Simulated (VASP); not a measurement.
ZrC, 2 atoms in the cell. Symmetry: Fm-3m, No. 225, cubic system. The conventional cell has a = 4.642 Å, b = 4.642 Å, c = 4.642 Å, α = 90.00°, β = 90.00°, γ = 90.00°. Within 3.1 Å of Zr (site symmetry m-3m) lie 6 C at 2.32 Å. C (site symmetry m-3m) has 6 Zr at 2.32 Å within 3.1 Å. 

| Item | Value |
| --- | --- |
| Program | VASP 6.6.1 |
| Task | single point |
| Functional | LDA |
| Potentials or basis | VASP PAW LDA potentials, release 64 (Zr_sv, C) |
| Cutoff | 520 eV |
| k mesh | 15 × 15 × 15 |
| Occupations | fermi-dirac, width 0.05 eV |
| Spin | no spin polarisation |
| Dipole correction | no |
| Further INCAR settings | ALGO = Normal; EDIFF = 1e-07; NBANDS = 15 |

Potentials or basis: VASP PAW LDA potentials, release 64 (Zr_sv, C).

Command:

```console
$ cat potpaw_LDA.64/Zr_sv/POTCAR potpaw_LDA.64/C/POTCAR > POTCAR
$ mpirun -np 1 vasp_std > vasp.out
```

Hardware: 1 thread of Intel(R) Xeon(R) 6975P-C (Granite Rapids) (shared host).

Task: How long does it take, and how much memory?

Result: It took 12 s on 1 thread of Intel(R) Xeon(R) 6975P-C (Granite Rapids), with other jobs on the host, peak memory 0.15 GiB. Counts: scf iterations 14, k points 120.
